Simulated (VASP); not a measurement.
# Pt (Fm-3m) in VASP: further runs

Pt is run at these levels: PBEsol; tasks: single point.

Everything below comes from runs of VASP 6.6.1. Logs are shortened: lines on timing, memory, paths and dates and some standing lists are left out, and cuts for length are marked.

### Step 1. The cell of the first run

Symmetry: Fm-3m, No. 225, cubic system. Conventional cell: a = 3.667 Å, b = 3.667 Å, c = 3.667 Å, α = 90.00°, β = 90.00°, γ = 90.00°. Within 3.4 Å of Pt (site symmetry m-3m) lie 12 Pt at 2.59 Å.

### Step 2. Single point, PBEsol, collinear spin (12.33 Å³/atom)

INCAR

```
  PREC = Accurate
  ENCUT = 520
  EDIFF = 1E-7
  ISMEAR = 0
  SIGMA = 0.15
  LREAL = False
  LASPH = True
  NELM = 150
  ALGO = Fast
  ISIF = 2
  LWAVE = False
  LCHARG = True
  ISPIN = 2
  MAGMOM = 0.35
  LORBIT = 11
  NUPDOWN = 0.35
  LMAXMIX = 4
  GGA = PS
  LELF = True
  LVHAR = True
  NBANDS = 15
```

KPOINTS

```
regular mesh
0
Gamma
  22 22 22
```

POSCAR

```
Pt
1.0
    0.0000000000      1.8335775616      1.8335775616
    1.8335775616      0.0000000000      1.8335775616
    1.8335775616      1.8335775616      0.0000000000
Pt
1
Direct
    0.0000000000      0.0000000000      0.0000000000
```

Potentials or basis: VASP PAW PBE potentials, release 64 (Pt).

The run is started by

```bash
> cat potpaw_PBE.64/Pt/POTCAR > POTCAR
> mpirun -np 1 vasp_std > vasp.out
```

OUTCAR:

```text
PREC = Accurate
   ENCUT = 520
   EDIFF = 1E-7
   ISMEAR = 0
   LREAL = False
   LASPH = True
   NELM = 150
   ISIF = 2
   ISPIN = 2
   LORBIT = 11
   NUPDOWN = 0.35
   GGA = PS

 ion  position               nearest neighbor table
   1  0.000  0.000  0.000-

  LATTYP: Found a face centered cubic cell.
 ALAT       =     3.6671551232

  Lattice vectors:

 A1 = (   0.0000000000,   1.8335775616,   1.8335775616)
 A2 = (   1.8335775616,   0.0000000000,   1.8335775616)
 A3 = (   1.8335775616,   1.8335775616,   0.0000000000)

Analysis of symmetry for initial positions (statically):
=====================================================================
 Subroutine PRICEL returns:
 Original cell was already a primitive cell.

 Routine SETGRP: Setting up the symmetry group for a
 face centered cubic supercell.

 Subroutine GETGRP returns: Found 48 space group operations
 (whereof 48 operations were pure point group operations)
 out of a pool of 48 trial point group operations.

The static configuration has the point symmetry O_h .

Analysis of symmetry for dynamics (positions and initial velocities):
=====================================================================
 Subroutine PRICEL returns:
 Original cell was already a primitive cell.

 Routine SETGRP: Setting up the symmetry group for a
 face centered cubic supercell.

 Subroutine GETGRP returns: Found 48 space group operations
 (whereof 48 operations were pure point group operations)
 out of a pool of 48 trial point group operations.

The dynamic configuration has the point symmetry O_h .

Analysis of structural, dynamic, and magnetic symmetry:
=====================================================================
 Subroutine PRICEL returns:
 Original cell was already a primitive cell.

 Routine SETGRP: Setting up the symmetry group for a
 face centered cubic supercell.

 Subroutine GETGRP returns: Found 48 space group operations
 (whereof 48 operations were pure point group operations)
 out of a pool of 48 trial point group operations.

The overall configuration has the point symmetry O_h .

 Subroutine INISYM returns: Found 48 space group operations
 (whereof 48 operations are pure point group operations),
 and found     1 'primitive' translations

----------------------------------------------------------------------------------------

                                     Primitive cell

  volume of cell :      12.3290

  direct lattice vectors                    reciprocal lattice vectors
     0.000000000  1.833577562  1.833577562    -0.272690946  0.272690946  0.272690946
[... 117 lines left out ...]
 Gauss-broadening in eV      SIGMA  =   0.15
  energy-cutoff  :      520.00
  volume of cell :       12.33
 maximum number of plane-waves:       342
   NGX =  9   NGY =  9   NGZ =  9

 number of electron      10.0000000 magnetization       0.3500000

 number of electron       9.9999999 magnetization       0.3500000

 Free energy of the ion-electron system (eV)
  ---------------------------------------------------
  ext. energy  EPLUGINS =         0.00000000
  ---------------------------------------------------
  free energy    TOTEN  =        -6.28551109 eV

  energy without entropy =       -6.27265094  energy(sigma->0) =       -6.27908101

 E-fermi :  15.3318     XC(G=0): -14.8427

 val. band max:       15.6529194250   @ k =   0.4545   0.3182   0.0000
 cond. band min:      15.3464116233   @ k =  -0.4091   0.1818   0.0455
 fundamental gap:     -0.3065078017
 Fermi energy:        15.6557477354

 spin component 1

 k-point     1 :       0.0000    0.0000    0.0000
  band No.  band energies     occupation
      1       2.6269      1.00000
      2      10.0678      1.00000
      3      10.0678      1.00000
      4      10.0678      1.00000
      5      13.0956      1.00000
      6      13.0956      1.00000
      7      29.1741      0.00000
      8      35.3306      0.00000
      9      35.3306      0.00000
     10      35.3306      0.00000
     11      41.4316      0.00000
     12      47.0799      0.00000
     13      47.0799      0.00000
     14      47.0799      0.00000
[... 403 lines left out ...]
      4      13.3518      1.00000
      5      15.2764      0.99983
      6      16.0090      0.00043
      7      23.1175      0.00000
      8      29.0673      0.00000
      9      35.3954      0.00000
     10      35.8368      0.00000
     11      46.6849      0.00000
     12      47.2335      0.00000
     13      47.3320      0.00000
     14      47.5191      0.00000
     15      48.1369      0.00000

 [... further k-points ...]

 spin component 2

 k-point     1 :       0.0000    0.0000    0.0000
  band No.  band energies     occupation
      1       2.6962      1.00000
      2      10.3045      1.00000
      3      10.3045      1.00000
      4      10.3045      1.00000
      5      13.3175      1.00000
      6      13.3175      1.00000
      7      29.2442      0.00000
      8      35.3917      0.00000
      9      35.3917      0.00000
     10      35.3917      0.00000
     11      41.4473      0.00000
     12      47.4855      0.00000
     13      47.4855      0.00000
     14      47.4855      0.00000
[... 403 lines left out ...]
      4      13.4447      1.00000
      5      15.5365      0.02685
      6      16.2270      0.00000
      7      23.3151      0.00000
      8      29.1228      0.00000
      9      35.4944      0.00000
     10      35.9362      0.00000
     11      46.7920      0.00000
     12      47.5981      0.00000
     13      47.6371      0.00000
     14      47.7152      0.00000
     15      48.2402      0.00000

 [... further k-points ...]
[... 5 lines left out ...]
  --------------------------------------------------------------------------------------
  -------------------------------------------------------------------------------------
  Total        7.5190931      7.5190931      7.5190931      0.0000000      0.0000000      0.0000000
  in kB      977.1206558    977.1206558    977.1206558      0.0000000      0.0000000      0.0000000
  external PRESSURE =     977.1206558 kB  Pullay stress =       0.0000000 kB

 VOLUME and BASIS-vectors are now :
 -----------------------------------------------------------------------------
  energy-cutoff  :      520.00
  volume of cell :       12.33
      direct lattice vectors                 reciprocal lattice vectors
     0.000000000  1.833577562  1.833577562    -0.272690946  0.272690946  0.272690946
     1.833577562  0.000000000  1.833577562     0.272690946 -0.272690946  0.272690946
     1.833577562  1.833577562  0.000000000     0.272690946  0.272690946 -0.272690946

 POSITION                                       TOTAL-FORCE (eV/Angst)
 -----------------------------------------------------------------------------------
      0.00000      0.00000      0.00000         0.000000      0.000000      0.000000
 -----------------------------------------------------------------------------------
    total drift:                                0.000000     -0.000000     -0.000000

  FREE ENERGIE OF THE ION-ELECTRON SYSTEM (eV)
  ---------------------------------------------------
  free  energy   TOTEN  =        -6.2855110868 eV

  energy  without entropy=       -6.2726509359  energy(sigma->0) =       -6.27908101

 total charge

# of ion       s       p       d       tot
------------------------------------------
    1        0.762   0.920   8.289   9.971

 magnetization (x)

# of ion       s       p       d       tot
------------------------------------------
    1        0.000  -0.000   0.341   0.341
```

OSZICAR:

```text
N       E                     dE             d eps       ncg     rms          rms(c)
DAV:   1     0.457257025009E+02    0.45726E+02   -0.48188E+03 19790   0.598E+02
DAV:   2    -0.587103312554E+01   -0.51597E+02   -0.49412E+02 27443   0.166E+02
DAV:   3    -0.667547836617E+01   -0.80445E+00   -0.80276E+00 25385   0.184E+01
DAV:   4    -0.667709113802E+01   -0.16128E-02   -0.16125E-02 23949   0.964E-01
DAV:   5    -0.667709661909E+01   -0.54811E-05   -0.54807E-05 25206   0.458E-02    0.244E+01
RMM:   6    -0.636823741038E+01    0.30886E+00   -0.15754E-01 22150   0.263E+00    0.132E+01
RMM:   7    -0.629060680887E+01    0.77631E-01   -0.66001E-02 24659   0.179E+00    0.438E+00
RMM:   8    -0.628752491748E+01    0.30819E-02   -0.41571E-03 26034   0.504E-01    0.143E+00
RMM:   9    -0.628548699155E+01    0.20379E-02   -0.15917E-03 25721   0.275E-01    0.163E-01
RMM:  10    -0.628550840633E+01   -0.21415E-04   -0.88597E-05 27031   0.566E-02    0.434E-02
RMM:  11    -0.628551073848E+01   -0.23322E-05   -0.12281E-05 27214   0.215E-02    0.304E-02
RMM:  12    -0.628551076871E+01   -0.30221E-07   -0.23173E-06 27191   0.800E-03    0.119E-02
RMM:  13    -0.628551103828E+01   -0.26958E-06   -0.29768E-07 25699   0.289E-03    0.127E-03
RMM:  14    -0.628551108685E+01   -0.48563E-07   -0.54417E-08 21850   0.122E-03
   1 F= -.62855111E+01 E0= -.62790810E+01  d E =-.128602E-01  mag=     0.3500
```

Run time: 53 s. Hardware: 1 thread of Intel Xeon 6975P-C (Granite Rapids), shared host; peak memory 0.21 GiB.

What came out:

* Free energy: -6.2855 eV
* Pressure: 97.7 GPa
* Net moment: 0.35 μB per cell
* Site moments: Pt +0.34 μB
* Valence electrons inside the program's atomic spheres: Pt 9.97

Caveat: the cell stands under pressure; the PAW data sets were made with another functional, which shifts forces and pressure a little; spin-orbit coupling is left out, which moves the levels of the heavy elements; the total moment is fixed, so each spin has its own Fermi level.

### Step 3. Single point, PBEsol, collinear spin (12.33 Å³/atom)

INCAR

```
PREC = Accurate ; ENCUT = 520
EDIFF = 1E-6 ; ISMEAR = 0
SIGMA = 0.15 ; LREAL = F
LASPH = T ; NELM = 150
ALGO = Normal ; ISIF = 2
LWAVE = F ; LCHARG = T
ISPIN = 2 ; MAGMOM = 0.15
LORBIT = 11 ; NUPDOWN = 0.15
LMAXMIX = 4 ; GGA = PS
LELF = T ; LVHAR = T
NBANDS = 15
```

KPOINTS

```
Automatic mesh
0
Gamma
  22 22 22
```

POSCAR is that of step 2.

Potentials or basis: VASP PAW PBE potentials, release 64 (Pt).

The run is started by

```bash
> cat potpaw_PBE.64/Pt/POTCAR > POTCAR
> mpirun -np 1 vasp_std > vasp.out
```

OUTCAR:

```text
PREC = Accurate
   ENCUT = 520
   EDIFF = 1E-6
   ISMEAR = 0
   LREAL = F
   LASPH = T
   NELM = 150
   ISIF = 2
   ISPIN = 2
   LORBIT = 11
   NUPDOWN = 0.15
   GGA = PS

 ion  position               nearest neighbor table
   1  0.000  0.000  0.000-

  LATTYP: Found a face centered cubic cell.
 ALAT       =     3.6671551232

  Lattice vectors:

 A1 = (   0.0000000000,   1.8335775616,   1.8335775616)
 A2 = (   1.8335775616,   0.0000000000,   1.8335775616)
 A3 = (   1.8335775616,   1.8335775616,   0.0000000000)

Analysis of symmetry for initial positions (statically):
=====================================================================
 Subroutine PRICEL returns:
 Original cell was already a primitive cell.

 Routine SETGRP: Setting up the symmetry group for a
 face centered cubic supercell.

 Subroutine GETGRP returns: Found 48 space group operations
 (whereof 48 operations were pure point group operations)
 out of a pool of 48 trial point group operations.

The static configuration has the point symmetry O_h .

Analysis of symmetry for dynamics (positions and initial velocities):
[... 626 lines left out ...]
      7      29.2218      0.00000
      8      35.3754      0.00000
      9      35.3754      0.00000
     10      35.3754      0.00000
     11      41.4443      0.00000
     12      47.3641      0.00000
     13      47.3641      0.00000
     14      47.3641      0.00000
[... 403 lines left out ...]
      4      13.4174      1.00000
      5      15.4583      0.28415
      6      16.1610      0.00000
      7      23.2551      0.00000
      8      29.1067      0.00000
      9      35.4643      0.00000
     10      35.9061      0.00000
     11      46.7544      0.00000
     12      47.5147      0.00000
     13      47.5557      0.00000
     14      47.5767      0.00000
     15      47.6453      0.00000

 [... further k-points ...]
[... 5 lines left out ...]
  --------------------------------------------------------------------------------------
  -------------------------------------------------------------------------------------
  Total        7.4478878      7.4478878      7.4478878     -0.0000000      0.0000000      0.0000000
  in kB      967.8673824    967.8673824    967.8673824     -0.0000000      0.0000000      0.0000000
  external PRESSURE =     967.8673824 kB  Pullay stress =       0.0000000 kB

 VOLUME and BASIS-vectors are now :
 -----------------------------------------------------------------------------
  energy-cutoff  :      520.00
  volume of cell :       12.33
      direct lattice vectors                 reciprocal lattice vectors
     0.000000000  1.833577562  1.833577562    -0.272690946  0.272690946  0.272690946
     1.833577562  0.000000000  1.833577562     0.272690946 -0.272690946  0.272690946
     1.833577562  1.833577562  0.000000000     0.272690946  0.272690946 -0.272690946

 POSITION                                       TOTAL-FORCE (eV/Angst)
 -----------------------------------------------------------------------------------
      0.00000      0.00000      0.00000         0.000000      0.000000      0.000000
 -----------------------------------------------------------------------------------
    total drift:                                0.000000     -0.000000     -0.000000

  FREE ENERGIE OF THE ION-ELECTRON SYSTEM (eV)
  ---------------------------------------------------
  free  energy   TOTEN  =        -6.3079432670 eV

  energy  without entropy=       -6.2940035908  energy(sigma->0) =       -6.30097343

 total charge

# of ion       s       p       d       tot
------------------------------------------
    1        0.762   0.919   8.289   9.970

 magnetization (x)

# of ion       s       p       d       tot
------------------------------------------
    1       -0.000  -0.001   0.147   0.146
```

stdout:

```text
POSCAR found type information on POSCAR Pt
 POSCAR found :  1 types and       1 ions
 scaLAPACK will be used
 -----------------------------------------------------------------------------
|                                                                             |
|                                                                             |
|     You enforced a specific xc type in the INCAR file but a different       |
|     I HOPE YOU KNOW WHAT YOU ARE DOING!                                     |
|                                                                             |
 -----------------------------------------------------------------------------

 LDA part: xc-table for (Slater+PW92), standard interpolation
 POSCAR, INCAR and KPOINTS ok, starting setup
 FFT: planning ... GRIDC
 FFT: planning ... GRID_SOFT
 FFT: planning ... GRID
 WAVECAR not read
 entering main loop
```

Run time: 44 s. Hardware: 1 thread of Intel Xeon 6975P-C (Granite Rapids), shared host; peak memory 0.2 GiB.

What came out:

```
Free energy                                           : -6.3079 eV
Pressure                                              : 96.8 GPa
Net moment                                            : 0.15 μB per cell
Site moments                                          : Pt +0.15 μB
Valence electrons inside the program's atomic spheres : Pt 9.97
```

Caveat: the cell stands under pressure; the PAW data sets were made with another functional, which shifts forces and pressure a little; spin-orbit coupling is left out, which moves the levels of the heavy elements; the total moment is fixed, so each spin has its own Fermi level.

[end of part 1 of 2]
